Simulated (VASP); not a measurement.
# TiAl3 (Amm2) in VASP: notebook

TiAl3 is run at these levels: PBEsol; tasks: single point.

Everything below comes from runs of VASP 6.6.1. Logs are shortened: lines on timing, memory, paths and dates and some standing lists are left out, and cuts for length are marked.

## (1) The cell of the first run

It takes space group Amm2 (No. 38, orthorhombic). Conventional cell: a = 3.948 Å, b = 7.896 Å, c = 7.896 Å, α = 90.00°, β = 90.00°, γ = 90.00°. Within 3.7 Å of Ti (site symmetry m) lie 12 Al at 2.77 to 2.81 Å. Within 3.6 Å of Al (site symmetry mm2) lie 8 Al at 2.74 to 2.84 Å and 4 Ti at 2.77 Å. Al (site symmetry mm2) has 8 Al at 2.74 to 2.84 Å and 4 Ti at 2.81 Å within 3.6 Å. Al (site symmetry m) has 8 Al at 2.74 to 2.84 Å and 4 Ti at 2.79 Å within 3.6 Å. Within 3.6 Å of Al (site symmetry mm2) lie 8 Al at 2.75 to 2.78 Å and 4 Ti at 2.79 to 2.80 Å. Al (site symmetry mm2) has 4 Ti at 2.79 to 2.80 Å and 8 Al at 2.80 to 2.83 Å within 3.7 Å.

## (2) Single point, PBEsol (atoms displaced along several vibrational modes)

Input file INCAR:

```
PREC = Accurate ; ENCUT = 520
EDIFF = 1E-6 ; ISMEAR = 0
SIGMA = 0.15 ; LREAL = False
LASPH = True ; NELM = 80
ALGO = Fast ; ISIF = 2
LWAVE = False ; LCHARG = False
GGA = PS ; NBANDS = 31
```

Input file KPOINTS:

```
regular mesh
0
Gamma
  10 8 8
```

Input file POSCAR:

```
TiAl3
1.0
   -3.9479576782      0.0000000000      0.0000000000
    0.0000000000      3.9479576782      3.9479576782
    0.0000000000      3.9479576782     -3.9479576782
Ti Al
2 6
Direct
    0.0000000000     -0.0033941600     -0.0033941600
    0.0000000000      0.5033941600      0.5033941600
    0.5000000000      0.7453646920      0.7546353080
    0.5000000000      0.2546353080      0.2453646920
    0.5000000000      0.7453646920      0.2453646920
    0.5000000000      0.2546353080      0.7546353080
    1.0000000000      0.4977004941      0.0022995059
    1.0000000000      0.0022995059      0.4977004941
```

Potentials or basis: VASP PAW PBE potentials, release 64 (Ti_sv, Al).

Launch:

```console
$ cat potpaw_PBE.64/Ti_sv/POTCAR potpaw_PBE.64/Al/POTCAR > POTCAR
$ mpirun -np 1 vasp_std > vasp.out
```

OUTCAR:

```text
PREC = Accurate
   ENCUT = 520
   EDIFF = 1E-6
   ISMEAR = 0
   LREAL = False
   LASPH = True
   NELM = 80
   ISIF = 2
   GGA = PS

 ion  position               nearest neighbor table
   1  0.000  0.997  0.997-   3 2.77   3 2.77   8 2.79   7 2.79   5 2.79   5 2.79   6 2.79   6 2.79
                             7 2.80   8 2.80   4 2.81   4 2.81
   2  0.000  0.503  0.503-   3 2.77   3 2.77   8 2.79   7 2.79   6 2.79   6 2.79   5 2.79   5 2.79
                             8 2.80   7 2.80   4 2.81   4 2.81
   3  0.500  0.745  0.755-   5 2.74   6 2.74   1 2.77   2 2.77   1 2.77   2 2.77   7 2.78   7 2.78
                             8 2.83   8 2.83   6 2.84   5 2.84
   4  0.500  0.255  0.245-   5 2.74   6 2.74   7 2.75   7 2.75   8 2.80   8 2.80   1 2.81   2 2.81
                             1 2.81   2 2.81   6 2.84   5 2.84
   5  0.500  0.745  0.245-   3 2.74   4 2.74   7 2.77   7 2.77   1 2.79   1 2.79   2 2.79   2 2.79
                             8 2.82   8 2.82   4 2.84   3 2.84
   6  0.500  0.255  0.755-   3 2.74   4 2.74   7 2.77   7 2.77   2 2.79   2 2.79   1 2.79   1 2.79
                             8 2.82   8 2.82   4 2.84   3 2.84
   7  0.000  0.498  0.002-   4 2.75   4 2.75   6 2.77   5 2.77   5 2.77   6 2.77   3 2.78   3 2.78
                             1 2.79   2 2.79   2 2.80   1 2.80
   8  0.000  0.002  0.498-   1 2.79   2 2.79   2 2.80   1 2.80   4 2.80   4 2.80   5 2.82   6 2.82
                             5 2.82   6 2.82   3 2.83   3 2.83

  LATTYP: Found a simple tetragonal cell.
 ALAT       =     5.5832552922
 C/A-ratio  =     0.7071067812

  Lattice vectors:

 A1 = (   0.0000000000,   3.9479576782,   3.9479576782)
 A2 = (   0.0000000000,   3.9479576782,  -3.9479576782)
 A3 = (  -3.9479576782,   0.0000000000,   0.0000000000)

Analysis of symmetry for initial positions (statically):
=====================================================================
 Subroutine PRICEL returns:
 Original cell was already a primitive cell.

 Routine SETGRP: Setting up the symmetry group for a
 simple tetragonal supercell.

 Subroutine GETGRP returns: Found  4 space group operations
 (whereof  2 operations were pure point group operations)
 out of a pool of 16 trial point group operations.

The static configuration has the point symmetry C_1h.
 The point group associated with its full space group is C_2v.

Analysis of symmetry for dynamics (positions and initial velocities):
=====================================================================
 Subroutine PRICEL returns:
 Original cell was already a primitive cell.

 Routine SETGRP: Setting up the symmetry group for a
 simple tetragonal supercell.

 Subroutine GETGRP returns: Found  4 space group operations
 (whereof  2 operations were pure point group operations)
 out of a pool of 16 trial point group operations.

The dynamic configuration has the point symmetry C_1h.
 The point group associated with its full space group is C_2v.

 Subroutine INISYM returns: Found  4 space group operations
 (whereof  2 operations are pure point group operations),
 and found     1 'primitive' translations

----------------------------------------------------------------------------------------

                                     Primitive cell

  volume of cell :     123.0687

  direct lattice vectors                    reciprocal lattice vectors
    -3.947957678  0.000000000  0.000000000    -0.253295522  0.000000000  0.000000000
     0.000000000  3.947957678  3.947957678     0.000000000  0.126647761  0.126647761
     0.000000000  3.947957678 -3.947957678     0.000000000  0.126647761 -0.126647761

  length of vectors
     3.947957678  5.583255292  5.583255292     0.253295522  0.179106981  0.179106981

  position of ions in fractional coordinates (direct lattice)
     0.000000000  0.996605840  0.996605840
     0.000000000  0.503394160  0.503394160
     0.500000000  0.745364692  0.754635308
     0.500000000  0.254635308  0.245364692
     0.500000000  0.745364692  0.245364692
     0.500000000  0.254635308  0.754635308
     0.000000000  0.497700494  0.002299506
     0.000000000  0.002299506  0.497700494

  ion indices of the primitive-cell ions
   primitive index   ion index
                 1           1
                 2           2
                 3           3
                 4           4
                 5           5
                 6           6
                 7           7
                 8           8

----------------------------------------------------------------------------------------

 KPOINTS: regular mesh

Automatic generation of k-mesh.
 Grid dimensions read from file:
 generate k-points for:   10    8    8

 Generating k-lattice:

  Cartesian coordinates                     Fractional coordinates (reciprocal lattice)
    -0.025329552  0.000000000  0.000000000     0.100000000  0.000000000  0.000000000
     0.000000000  0.015830970  0.015830970     0.000000000  0.125000000  0.000000000
     0.000000000  0.015830970 -0.015830970     0.000000000  0.000000000  0.125000000

  Length of vectors
     0.025329552  0.022388373  0.022388373

  Shift w.r.t. Gamma in fractional coordinates (k-lattice)
     0.000000000  0.000000000  0.000000000

 Subroutine IBZKPT returns following result:
 ===========================================

 Found    126 irreducible k-points:

 Following reciprocal coordinates:
            Coordinates               Weight
  0.000000  0.000000  0.000000      1.000000
  0.100000  0.000000  0.000000      2.000000
  0.200000  0.000000  0.000000      2.000000
  0.300000  0.000000  0.000000      2.000000
  0.400000  0.000000  0.000000      2.000000
  0.500000  0.000000  0.000000      1.000000
[... 16 lines left out ...]
  0.400000  0.375000  0.000000      8.000000
  0.500000  0.375000  0.000000      4.000000
 [... further k-points ...]
   k-points           NKPTS =    126   k-points in BZ     NKDIM =    126   number of bands    NBANDS=     31
   number of dos      NEDOS =    301   number of ions     NIONS =      8
   total plane-waves  NPLWV =  52920
   dimension x,y,z NGX =    30 NGY =   42 NGZ =   42
   dimension x,y,z NGXF=    60 NGYF=   84 NGZF=   84
   ions per type =               2   6
   NGX,Y,Z   is equivalent  to a cutoff of  12.63, 12.51, 12.51 a.u.
   NGXF,Y,Z  is equivalent  to a cutoff of  25.27, 25.01, 25.01 a.u.
 SYSTEM =  unknown system
   PREC   = accura    normal or accurate (medium, high low for compatibility)
   ISTART =      0    job   : 0-new  1-cont  2-samecut
   ICHARG =      2    charge: 1-file 2-atom 10-const
   ISPIN  =      1    spin polarized calculation?
   LNONCOLLINEAR =      F non collinear calculations
   LSORBIT =      F    spin-orbit coupling
   LASPH  =      T    aspherical Exc in radial PAW
   ENCUT  =  520.0 eV  38.22 Ry    6.18 a.u.   7.34 10.38 10.38*2*pi/ulx,y,z
   NELM   =     80;   NELMIN=  2; NELMDL= -5     # of ELM steps
   EDIFF  = 0.1E-05   stopping-criterion for ELM
   LREAL  =      F    real-space projection
   EDIFFG = 0.1E-04   stopping-criterion for IOM
   NSW    =      0    number of steps for IOM
   IBRION =     -1    ionic relax: 0-MD 1-quasi-New 2-CG
   NFREE  =      0    steps in history (QN), initial steepest desc. (CG)
   ISIF   =      2    stress and relaxation
   ISYM   =      2    0-nonsym 1-usesym 2-fastsym
   POTIM  = 0.5000    time-step for ionic-motion
   TEBEG  =    0.0;   TEEND  =   0.0 temperature during run
   PSTRESS=    0.0 pullay stress
   NELECT =      42.0000    total number of electrons
   NUPDOWN=      -1.0000    fix difference up-down
   EMIN   =  10.00;   EMAX   =-10.00  energy-range for DOS
   EFERMI =   0.00;   METHOD = LEGACY
   ISMEAR =     0;   SIGMA  =   0.15  broadening in eV -4-tet -1-fermi 0-gaus
   EFERMI_NEDOS =   21; number of points for ismear=-14 and -15
   IALGO  =     68    algorithm
   IMIX   =      4    mixing-type and parameters
     AMIX     =   0.40;   BMIX     =  1.00
     AMIX_MAG =   1.60;   BMIX_MAG =  1.00
  volume/ion in A,a.u.               =      15.38       103.81
  Fermi-wavevector in a.u.,A,eV,Ry     =   1.144042  2.161927 17.807753  1.308833
  Thomas-Fermi vector in A             =   2.280736
   LORBIT       =      0    0 simple, 1 ext, 2 COOP (PROOUT), +10 PAW based schemes
   GGA     = PS    functional components
   LHFCALC =     F    Hartree Fock is set to
   AEXX    =    0.0000 exact exchange contribution
   IVDW    =     0    specifies the selected vdW correction
   LEPSILON=     F    determine dielectric tensor
   LRPA    =     F    only Hartree local field effects (RPA)
 non-spin polarized calculation
 RMM-DIIS sequential band-by-band and
 Gauss-broadening in eV      SIGMA  =   0.15
  energy-cutoff  :      520.00
  volume of cell :      123.07
 maximum number of plane-waves:      3348
 NGX is ok and might be reduce to    30
   NGX = 15   NGY = 21   NGZ = 21

 number of electron      41.9999996 magnetization

 Free energy of the ion-electron system (eV)
  ---------------------------------------------------
  ext. energy  EPLUGINS =         0.00000000
  ---------------------------------------------------
  free energy    TOTEN  =       -44.23934357 eV

  energy without entropy =      -44.18860621  energy(sigma->0) =      -44.21397489

 E-fermi :   9.1059     XC(G=0): -10.9380

 val. band max:        9.1018744640   @ k =   0.0000   0.2500   0.0000
 cond. band min:       9.1066523572   @ k =   0.2000   0.2500   0.1250
 fundamental gap:      0.0047778932
 Fermi energy:         9.1058887378

 k-point     1 :       0.0000    0.0000    0.0000
  band No.  band energies     occupation
      1     -47.5983      2.00000
      2     -47.5966      2.00000
      3     -24.0244      2.00000
      4     -24.0238      2.00000
      5     -24.0087      2.00000
      6     -24.0058      2.00000
[... 23 lines left out ...]
     30      12.6955      0.00000
     31      14.0441      0.00000

 k-point     2 :       0.1000    0.0000    0.0000
  band No.  band energies     occupation
      1     -47.5982      2.00000
      2     -47.5965      2.00000
      3     -24.0242      2.00000
      4     -24.0235      2.00000
      5     -24.0107      2.00000
      6     -24.0075      2.00000
[... 23 lines left out ...]
     30      12.5573      0.00000
     31      13.2613      0.00000

 k-point     3 :       0.2000    0.0000    0.0000
  band No.  band energies     occupation
      1     -47.5980      2.00000
      2     -47.5963      2.00000
      3     -24.0235      2.00000
      4     -24.0229      2.00000
      5     -24.0160      2.00000
      6     -24.0122      2.00000
[... 23 lines left out ...]
     30      12.1647      0.00000
     31      12.3274      0.00000

 k-point     4 :       0.3000    0.0000    0.0000
  band No.  band energies     occupation
      1     -47.5977      2.00000
      2     -47.5961      2.00000
      3     -24.0227      2.00000
      4     -24.0226      2.00000
      5     -24.0221      2.00000
      6     -24.0180      2.00000
[... 23 lines left out ...]
     30      11.7988      0.00000
     31      12.1090      0.00000

 k-point     5 :       0.4000    0.0000    0.0000
  band No.  band energies     occupation
      1     -47.5975      2.00000
      2     -47.5959      2.00000
      3     -24.0279      2.00000
      4     -24.0228      2.00000
      5     -24.0220      2.00000
      6     -24.0214      2.00000
[... 23 lines left out ...]
     30      11.9180      0.00000
     31      12.4112      0.00000
[... 542 lines left out ...]
     30      12.6603      0.00000
     31      12.8161      0.00000

 k-point    22 :       0.3000    0.3750    0.0000
  band No.  band energies     occupation
      1     -47.5972      2.00000
      2     -47.5966      2.00000
      3     -24.0212      2.00000
      4     -24.0195      2.00000
      5     -24.0176      2.00000
      6     -24.0169      2.00000
[... 23 lines left out ...]
     30      12.1379      0.00000
     31      12.2061      0.00000

 k-point    23 :       0.4000    0.3750    0.0000
  band No.  band energies     occupation
      1     -47.5970      2.00000
      2     -47.5964      2.00000
      3     -24.0263      2.00000
      4     -24.0243      2.00000
      5     -24.0171      2.00000
      6     -24.0164      2.00000
[... 23 lines left out ...]
     30      11.9547      0.00000
     31      12.6679      0.00000

 k-point    24 :       0.5000    0.3750    0.0000
  band No.  band energies     occupation
      1     -47.5969      2.00000
      2     -47.5963      2.00000
      3     -24.0283      2.00000
      4     -24.0262      2.00000
      5     -24.0169      2.00000
      6     -24.0162      2.00000
[... 23 lines left out ...]
     30      12.1504      0.00000
     31      12.5966      0.00000

 [... further k-points ...]

------------------------ aborting loop because EDIFF is reached ----------------------------------------

  FORCE on cell =-STRESS in cart. coord.  units (eV):
  Direction    XX          YY          ZZ          XY          YZ          ZX
  --------------------------------------------------------------------------------------
  -------------------------------------------------------------------------------------
  Total        0.0817740      0.3012070      0.2503244      0.0000000      0.0000000      0.0000000
  in kB        1.0645803      3.9212828      3.2588647      0.0000000      0.0000000      0.0000000
  external PRESSURE =       2.7482426 kB  Pullay stress =       0.0000000 kB

 VOLUME and BASIS-vectors are now :
 -----------------------------------------------------------------------------
  energy-cutoff  :      520.00
  volume of cell :      123.07
      direct lattice vectors                 reciprocal lattice vectors
    -3.947957678  0.000000000  0.000000000    -0.253295522  0.000000000  0.000000000
     0.000000000  3.947957678  3.947957678     0.000000000  0.126647761  0.126647761
     0.000000000  3.947957678 -3.947957678     0.000000000  0.126647761 -0.126647761

 POSITION                                       TOTAL-FORCE (eV/Angst)
 -----------------------------------------------------------------------------------
      0.00000      7.86912      0.00000         0.000000      0.141968      0.003476
      0.00000      3.97476      0.00000         0.000000     -0.141968      0.003476
     -1.97398      5.92194     -0.03660         0.000000     -0.000000      0.325098
     -1.97398      1.97398      0.03660         0.000000     -0.000000     -0.334922
     -1.97398      3.91136      1.97398         0.000000      0.329899     -0.001485
     -1.97398      3.98456     -1.97398         0.000000     -0.329899     -0.001485
      0.00000      1.97398      1.95582         0.000000     -0.000000      0.056828
      0.00000      1.97398     -1.95582         0.000000     -0.000000     -0.050985
 -----------------------------------------------------------------------------------
    total drift:                               -0.000000     -0.000000      0.000022

  FREE ENERGIE OF THE ION-ELECTRON SYSTEM (eV)
  ---------------------------------------------------
  free  energy   TOTEN  =       -44.2393435718 eV

  energy  without entropy=      -44.1886062094  energy(sigma->0) =      -44.21397489
```

Run time: 22 min. Hardware: 1 thread of Intel Xeon Platinum 8259CL at 2.50GHz (Skylake/Cascade Lake), shared host; peak memory 0.49 GiB.

Results:

```yaml
Free_energy: -44.2393 eV
Pressure: 0.3 GPa
Largest_force: 0.335 eV/Å
Band_gap_on_the_k_mesh: zero (bands 21 and 22 overlap by 1.01 eV)
```

Forces on the atoms (eV/Å):
```
Ti   0.000  0.142  0.003
Ti   0.000 -0.142  0.003
Al   0.000  0.000  0.325
Al   0.000  0.000 -0.335
Al   0.000  0.330 -0.001
Al   0.000 -0.330 -0.001
Al   0.000  0.000  0.057
Al   0.000  0.000 -0.051
```

Stress tensor (GPa, compression positive):
```
0.11 0.00 0.00
0.00 0.39 0.00
0.00 0.00 0.33
```

Caveat: the cell differs from its parent crystal (atoms displaced along several vibrational modes); the PAW data sets were made with another functional, which shifts forces and pressure a little.

[end of part 1 of 2]
